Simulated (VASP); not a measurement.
# Sb (Pm-3m) in VASP: further runs

The runs below take Sb through single point, with r2SCAN.

Everything below comes from runs of VASP 6.6.1. Logs are shortened: lines on timing, memory, paths and dates and some standing lists are left out, and cuts for length are marked.

### Step 1. The cell of the first run

The structure is cubic, space group Pm-3m (No. 221). Conventional cell: a = 3.083 Å, b = 3.083 Å, c = 3.083 Å, α = 90.00°, β = 90.00°, γ = 90.00°. Within 4.1 Å of Sb (site symmetry m-3m) lie 6 Sb at 3.08 Å.

### Step 2. Single point, r2SCAN

POSCAR reads:

```
Sb
1.0
    3.0828068652      0.0000000000      0.0000000000
    0.0000000000      3.0828068652      0.0000000000
    0.0000000000      0.0000000000      3.0828068652
Sb
1
Direct
    0.0000000000      0.0000000000      0.0000000000
```

INCAR.step1 reads:

```
  PREC = Accurate
  ENCUT = 520
  ISMEAR = -1
  SIGMA = 0.1
  LREAL = False
  LASPH = True
  NELM = 80
  NBANDS = 8
  GGA = PE
  ALGO = Normal
  EDIFF = 1E-4
  LWAVE = True
  LCHARG = False
```

INCAR.step2 reads:

```
  PREC = Accurate
  ENCUT = 520
  EDIFF = 1E-6
  ISMEAR = -1
  SIGMA = 0.1
  LREAL = False
  LASPH = True
  NELM = 80
  ALGO = Normal
  ISIF = 2
  LWAVE = False
  LCHARG = False
  METAGGA = R2SCAN
  LMIXTAU = True
  NBANDS = 8
  ISTART = 1
```

KPOINTS reads:

```
Automatic mesh
0
Gamma
  10 10 10
```

Potentials or basis: VASP PAW PBE potentials, release 64 (Sb).

The run is started by

```console
cat potpaw_PBE.64/Sb/POTCAR > POTCAR
cp INCAR.step1 INCAR
mpirun -np 1 vasp_std > vasp.out
cp INCAR.step2 INCAR
mpirun -np 1 vasp_std > vasp.out
```

OUTCAR:

```text
PREC = Accurate
   ENCUT = 520
   EDIFF = 1E-6
   ISMEAR = -1
   LREAL = False
   LASPH = True
   NELM = 80
   ISIF = 2
   METAGGA = R2SCAN
   ISTART = 1

 ion  position               nearest neighbor table
   1  0.000  0.000  0.000-

  LATTYP: Found a simple cubic cell.
 ALAT       =     3.0828068652

  Lattice vectors:

 A1 = (   3.0828068652,   0.0000000000,   0.0000000000)
 A2 = (   0.0000000000,   3.0828068652,   0.0000000000)
 A3 = (   0.0000000000,   0.0000000000,   3.0828068652)

Analysis of symmetry for initial positions (statically):
=====================================================================
 Subroutine PRICEL returns:
 Original cell was already a primitive cell.

 Routine SETGRP: Setting up the symmetry group for a
 simple cubic supercell.

 Subroutine GETGRP returns: Found 48 space group operations
 (whereof 48 operations were pure point group operations)
 out of a pool of 48 trial point group operations.

The static configuration has the point symmetry O_h .

Analysis of symmetry for dynamics (positions and initial velocities):
=====================================================================
 Subroutine PRICEL returns:
 Original cell was already a primitive cell.

 Routine SETGRP: Setting up the symmetry group for a
 simple cubic supercell.

 Subroutine GETGRP returns: Found 48 space group operations
 (whereof 48 operations were pure point group operations)
 out of a pool of 48 trial point group operations.

The dynamic configuration has the point symmetry O_h .

 Subroutine INISYM returns: Found 48 space group operations
 (whereof 48 operations are pure point group operations),
 and found     1 'primitive' translations

----------------------------------------------------------------------------------------

                                     Primitive cell

  volume of cell :      29.2981

  direct lattice vectors                    reciprocal lattice vectors
     3.082806865  0.000000000  0.000000000     0.324379711  0.000000000  0.000000000
     0.000000000  3.082806865  0.000000000     0.000000000  0.324379711  0.000000000
     0.000000000  0.000000000  3.082806865     0.000000000  0.000000000  0.324379711

  length of vectors
     3.082806865  3.082806865  3.082806865     0.324379711  0.324379711  0.324379711

  position of ions in fractional coordinates (direct lattice)
[... 71 lines left out ...]
   ISPIN  =      1    spin polarized calculation?
   LNONCOLLINEAR =      F non collinear calculations
   LSORBIT =      F    spin-orbit coupling
   LASPH  =      T    aspherical Exc in radial PAW
   ENCUT  =  520.0 eV  38.22 Ry    6.18 a.u.   5.73  5.73  5.73*2*pi/ulx,y,z
   NELM   =     80;   NELMIN=  2; NELMDL=  0     # of ELM steps
   EDIFF  = 0.1E-05   stopping-criterion for ELM
   LREAL  =      F    real-space projection
   EDIFFG = 0.1E-04   stopping-criterion for IOM
   NSW    =      0    number of steps for IOM
   IBRION =     -1    ionic relax: 0-MD 1-quasi-New 2-CG
   NFREE  =      0    steps in history (QN), initial steepest desc. (CG)
   ISIF   =      2    stress and relaxation
   ISYM   =      2    0-nonsym 1-usesym 2-fastsym
   POTIM  = 0.5000    time-step for ionic-motion
   TEBEG  =    0.0;   TEEND  =   0.0 temperature during run
   PSTRESS=    0.0 pullay stress
   NELECT =       5.0000    total number of electrons
   NUPDOWN=      -1.0000    fix difference up-down
   EMIN   =  10.00;   EMAX   =-10.00  energy-range for DOS
   EFERMI =   0.00;   METHOD = LEGACY
   ISMEAR =    -1;   SIGMA  =   0.10  broadening in eV -4-tet -1-fermi 0-gaus
   EFERMI_NEDOS =   21; number of points for ismear=-14 and -15
   IALGO  =     38    algorithm
   IMIX   =      4    mixing-type and parameters
     AMIX     =   0.40;   BMIX     =  1.00
     AMIX_MAG =   1.60;   BMIX_MAG =  1.00
  volume/ion in A,a.u.               =      29.30       197.71
  Fermi-wavevector in a.u.,A,eV,Ry     =   0.908068  1.716000 11.219201  0.824588
  Thomas-Fermi vector in A             =   2.031951
   LORBIT       =      0    0 simple, 1 ext, 2 COOP (PROOUT), +10 PAW based schemes
   METAGGA = R2SCAN    functional components
   LHFCALC =     F    Hartree Fock is set to
   AEXX    =    0.0000 exact exchange contribution
   IVDW    =     0    specifies the selected vdW correction
   LEPSILON=     F    determine dielectric tensor
   LRPA    =     F    only Hartree local field effects (RPA)
 non-spin polarized calculation
  energy-cutoff  :      520.00
  volume of cell :       29.30
 maximum number of plane-waves:       840
 NGX is ok and might be reduce to    24
   NGX = 11   NGY = 11   NGZ = 11

 number of electron       4.9999999 magnetization

 Free energy of the ion-electron system (eV)
  ---------------------------------------------------
  ext. energy  EPLUGINS =         0.00000000
  ---------------------------------------------------
  free energy    TOTEN  =       -25.66352935 eV

  energy without entropy =      -25.65455885  energy(sigma->0) =      -25.65904410

 E-fermi :   7.2263     XC(G=0): -10.1865

 val. band max:        7.0280191715   @ k =   0.5000   0.3000   0.3000
 cond. band min:       7.3191367415   @ k =   0.2000   0.2000   0.0000
 fundamental gap:      0.2911175699
 Fermi energy:         7.2263398541

 k-point     1 :       0.0000    0.0000    0.0000
  band No.  band energies     occupation
      1      -5.8269      2.00000
      2      10.7817      0.00000
      3      10.7817      0.00000
      4      10.7817      0.00000
      5      14.5536      0.00000
      6      14.5536      0.00000
      7      16.5542      0.00000
      8      25.8442      0.00000
[... 243 lines left out ...]
 k-point    24 :       0.3000    0.1000    0.1000
  band No.  band energies     occupation
      1      -4.1771      2.00000
      2       4.3100      2.00000
      3      10.2869      0.00000
      4      10.7222      0.00000
      5      17.6900      0.00000
      6      17.8593      0.00000
      7      19.0364      0.00000
      8      20.1241      0.00000

 [... further k-points ...]
[... 5 lines left out ...]
  --------------------------------------------------------------------------------------
  -------------------------------------------------------------------------------------
  Total        0.0042628      0.0042628      0.0042628     -0.0000000     -0.0000000      0.0000000
  in kB        0.2331120      0.2331120      0.2331120     -0.0000000     -0.0000000      0.0000000
  external PRESSURE =       0.2331120 kB  Pullay stress =       0.0000000 kB

 VOLUME and BASIS-vectors are now :
 -----------------------------------------------------------------------------
  energy-cutoff  :      520.00
  volume of cell :       29.30
      direct lattice vectors                 reciprocal lattice vectors
     3.082806865  0.000000000  0.000000000     0.324379711  0.000000000  0.000000000
     0.000000000  3.082806865  0.000000000     0.000000000  0.324379711  0.000000000
     0.000000000  0.000000000  3.082806865     0.000000000  0.000000000  0.324379711

 POSITION                                       TOTAL-FORCE (eV/Angst)
 -----------------------------------------------------------------------------------
      0.00000      0.00000      0.00000         0.000000      0.000000      0.000000
 -----------------------------------------------------------------------------------
    total drift:                                0.000000      0.000000     -0.000000

  FREE ENERGIE OF THE ION-ELECTRON SYSTEM (eV)
  ---------------------------------------------------
  free  energy   TOTEN  =       -25.6635293453 eV

  energy  without entropy=      -25.6545588515  energy(sigma->0) =      -25.65904410
```

OSZICAR.step1:

```text
N       E                     dE             d eps       ncg     rms          rms(c)
DAV:   1     0.579065248084E+01    0.57907E+01   -0.15579E+03   904   0.397E+02
DAV:   2    -0.398906726444E+01   -0.97797E+01   -0.93312E+01  1288   0.525E+01
DAV:   3    -0.410204535970E+01   -0.11298E+00   -0.11289E+00  1088   0.666E+00
DAV:   4    -0.410249951990E+01   -0.45416E-03   -0.45416E-03  1360   0.509E-01
DAV:   5    -0.410250145430E+01   -0.19344E-05   -0.19344E-05  1128   0.205E-02    0.201E+00
DAV:   6    -0.410519566007E+01   -0.26942E-02   -0.66384E-04  1168   0.189E-01    0.120E+00
DAV:   7    -0.410709731841E+01   -0.19017E-02   -0.17572E-03   984   0.296E-01    0.793E-02
DAV:   8    -0.410715950418E+01   -0.62186E-04   -0.72917E-05  1104   0.581E-02
   1 F= -.41071595E+01 E0= -.41011012E+01  d E =-.121166E-01
```

Run time: 26 s. Hardware: 1 thread of Intel Xeon 6975P-C, shared host; peak memory 0.14 GiB.

What came out:

```
Free energy : -25.6635 eV
Pressure    : 0.0 GPa
```

Caveat: the PAW data sets were made with another functional, which shifts forces and pressure a little; spin-orbit coupling is left out, which moves the levels of the heavy elements.

### Step 3. Single point, r2SCAN (volume scaled by 0.88)

POSCAR reads:

```
Sb
1.0
    2.9542044059      0.0000000000      0.0000000000
    0.0000000000      2.9542044059      0.0000000000
    0.0000000000      0.0000000000      2.9542044059
Sb
1
Direct
    0.0000000000      0.0000000000      0.0000000000
```

INCAR.step1 reads:

```
SYSTEM = Sb
PREC = Accurate
ENCUT = 520
ISMEAR = -1
SIGMA = 0.1
LREAL = .False.
LASPH = .True.
NELM = 100
NBANDS = 8
GGA = PE
ALGO = Normal
EDIFF = 1E-4
LWAVE = .True.
LCHARG = .False.
```

INCAR.step2 reads:

```
SYSTEM = Sb
PREC = Accurate
ENCUT = 520
EDIFF = 1E-6
ISMEAR = -1
SIGMA = 0.1
LREAL = .False.
LASPH = .True.
NELM = 100
ALGO = Normal
ISIF = 2
LWAVE = .False.
LCHARG = .True.
METAGGA = R2SCAN
LMIXTAU = .True.
LELF = .True.
LVHAR = .True.
NBANDS = 8
ISTART = 1
```

KPOINTS reads:

```
regular mesh
0
Gamma
  12 12 12
  0 0 0
```

Potentials or basis: VASP PAW PBE potentials, release 64 (Sb).

The run is started by

```console
cat potpaw_PBE.64/Sb/POTCAR > POTCAR
cp INCAR.step1 INCAR
mpirun -np 1 vasp_std > vasp.out
cp INCAR.step2 INCAR
mpirun -np 1 vasp_std > vasp.out
```

Run time: 28 s. Hardware: 1 thread of Intel Xeon 6975P-C, shared host; peak memory 0.15 GiB.

It converged, with:

```yaml
Free_energy: -25.5262 eV
Pressure: 10.9 GPa
```

Levels at points of the mesh, in eV from the Fermi level:
| k point | band 1 | band 2 | band 3 | band 4 | band 5 | band 6 |
| --- | --- | --- | --- | --- | --- | --- |
| (0.00, 0.00, 0.00) | -14.37 | 3.71 | 3.71 | 3.71 | 7.27 | 7.27 |
| (0.50, 0.00, 0.00) | -11.20 | -7.11 | 6.40 | 6.40 | 9.64 | 11.63 |
| (0.50, 0.50, 0.00) | -7.70 | -4.63 | -4.63 | 1.77 | 9.32 | 14.43 |
| (0.50, 0.50, 0.50) | -3.54 | -2.25 | -2.25 | -2.25 | 4.81 | 4.81 |

Caveat: the PAW data sets were made with another functional, which shifts forces and pressure a little; spin-orbit coupling is left out, which moves the levels of the heavy elements.

### Step 4. Single point, r2SCAN (volume scaled by 0.92)

POSCAR reads:

```
Sb
1.0
    2.9983035105      0.0000000000      0.0000000000
    0.0000000000      2.9983035105      0.0000000000
    0.0000000000      0.0000000000      2.9983035105
Sb
1
Direct
    0.0000000000      0.0000000000      0.0000000000
```

INCAR.step1 reads:

```
PREC = Accurate
ENCUT = 520
ISMEAR = -1
SIGMA = 0.1
LREAL = F
LASPH = T
NELM = 80
NBANDS = 8
GGA = PE
ALGO = Normal
EDIFF = 1E-4
LWAVE = T
LCHARG = F
```

INCAR.step2 reads:

```
PREC = Accurate
ENCUT = 520
EDIFF = 1E-7
ISMEAR = -1
SIGMA = 0.1
LREAL = F
LASPH = T
NELM = 80
ALGO = Normal
ISIF = 2
LWAVE = F
LCHARG = F
METAGGA = R2SCAN
LMIXTAU = T
NBANDS = 8
ISTART = 1
```

KPOINTS reads:

```
Automatic mesh
0
Gamma
  12 12 12
```

Potentials or basis: VASP PAW PBE potentials, release 64 (Sb).

The run is started by

```console
cat potpaw_PBE.64/Sb/POTCAR > POTCAR
cp INCAR.step1 INCAR
mpirun -np 1 vasp_std > vasp.out
cp INCAR.step2 INCAR
mpirun -np 1 vasp_std > vasp.out
```

OUTCAR:

```text
PREC = Accurate
   ENCUT = 520
   EDIFF = 1E-7
   ISMEAR = -1
   LREAL = F
   LASPH = T
   NELM = 80
   ISIF = 2
   METAGGA = R2SCAN
   ISTART = 1

 ion  position               nearest neighbor table
   1  0.000  0.000  0.000-

  LATTYP: Found a simple cubic cell.
 ALAT       =     2.9983035105

  Lattice vectors:

 A1 = (   2.9983035105,   0.0000000000,   0.0000000000)
 A2 = (   0.0000000000,   2.9983035105,   0.0000000000)
[... 434 lines left out ...]
 k-point    24 :       0.4167    0.3333    0.0000
  band No.  band energies     occupation
      1      -1.0181      2.00000
      2       4.0069      2.00000
      3       6.3519      2.00000
      4      12.6625      0.00000
      5      16.1249      0.00000
      6      20.3221      0.00000
      7      22.3651      0.00000
      8      22.7642      0.00000

 [... further k-points ...]
[... 5 lines left out ...]
  --------------------------------------------------------------------------------------
  -------------------------------------------------------------------------------------
  Total        1.0866077      1.0866077      1.0866077      0.0000000      0.0000000     -0.0000000
  in kB       64.5887038     64.5887038     64.5887038      0.0000000      0.0000000     -0.0000000
  external PRESSURE =      64.5887038 kB  Pullay stress =       0.0000000 kB

 VOLUME and BASIS-vectors are now :
 -----------------------------------------------------------------------------
  energy-cutoff  :      520.00
  volume of cell :       26.95
      direct lattice vectors                 reciprocal lattice vectors
     2.998303510  0.000000000  0.000000000     0.333521939  0.000000000  0.000000000
     0.000000000  2.998303510  0.000000000     0.000000000  0.333521939  0.000000000
     0.000000000  0.000000000  2.998303510     0.000000000  0.000000000  0.333521939

 POSITION                                       TOTAL-FORCE (eV/Angst)
 -----------------------------------------------------------------------------------
      0.00000      0.00000      0.00000         0.000000      0.000000      0.000000
 -----------------------------------------------------------------------------------
    total drift:                               -0.000000      0.000000      0.000000

  FREE ENERGIE OF THE ION-ELECTRON SYSTEM (eV)
  ---------------------------------------------------
  free  energy   TOTEN  =       -25.5888032967 eV

  energy  without entropy=      -25.5703155752  energy(sigma->0) =      -25.57955944
```

OUTCAR.step1:

```text
PREC = Accurate
   ENCUT = 520
   ISMEAR = -1
   LREAL = F
   LASPH = T
   NELM = 80
[... 478 lines left out ...]

 POSITION                                       TOTAL-FORCE (eV/Angst)
 -----------------------------------------------------------------------------------
      0.00000      0.00000      0.00000         0.000000      0.000000      0.000000
 -----------------------------------------------------------------------------------
    total drift:                               -0.000000      0.000000      0.000000

  FREE ENERGIE OF THE ION-ELECTRON SYSTEM (eV)
  ---------------------------------------------------
  free  energy   TOTEN  =        -4.0217907606 eV

  energy  without entropy=       -4.0024507113  energy(sigma->0) =       -4.01212074
```

OSZICAR.step1:

```text
N       E                     dE             d eps       ncg     rms          rms(c)
DAV:   1     0.601583889556E+01    0.60158E+01   -0.16356E+03  1352   0.406E+02
DAV:   2    -0.390673925754E+01   -0.99226E+01   -0.96182E+01  1968   0.544E+01
DAV:   3    -0.401910124705E+01   -0.11236E+00   -0.11227E+00  1576   0.666E+00
DAV:   4    -0.401954837409E+01   -0.44713E-03   -0.44712E-03  1968   0.504E-01
DAV:   5    -0.401954998281E+01   -0.16087E-05   -0.16089E-05  1712   0.196E-02    0.232E+00
DAV:   6    -0.402073457230E+01   -0.11846E-02   -0.52790E-04  1856   0.182E-01    0.141E+00
DAV:   7    -0.402174732790E+01   -0.10128E-02   -0.13238E-03  1432   0.285E-01    0.698E-02
DAV:   8    -0.402179076057E+01   -0.43433E-04   -0.48762E-05  1672   0.458E-02
   1 F= -.40217908E+01 E0= -.40121207E+01  d E =-.193400E-01
```

It took 29 s on 1 thread of Intel Xeon 6975P-C, shared host; peak memory 0.15 GiB.

What came out:

```yaml
Free_energy: -25.5888 eV
Pressure: 6.5 GPa
```

Caveat: the PAW data sets were made with another functional, which shifts forces and pressure a little; spin-orbit coupling is left out, which moves the levels of the heavy elements.

### Step 5. Overview

```csv
cell,k mesh,gap on the mesh (eV),pressure (GPa)
"a = 3.083 Å, 1 atom",10 × 10 × 10,none,0.0
"a = 2.954 Å, 1 atom",12 × 12 × 12,none,10.9
"a = 2.998 Å, 1 atom",12 × 12 × 12,none,6.5
```

Alike in all rows: task single point; level r2SCAN; potentials or basis VASP PAW PBE potentials, release 64 (Sb); no spin polarisation; cutoff (eV) 520; smearing fermi-dirac 0.1 eV.

Caveats: the PAW data sets were made with another functional, which shifts forces and pressure a little; spin-orbit coupling is left out, which moves the levels of the heavy elements.

Total energies depend on the potentials used, so only differences within one code and one set of settings carry meaning.
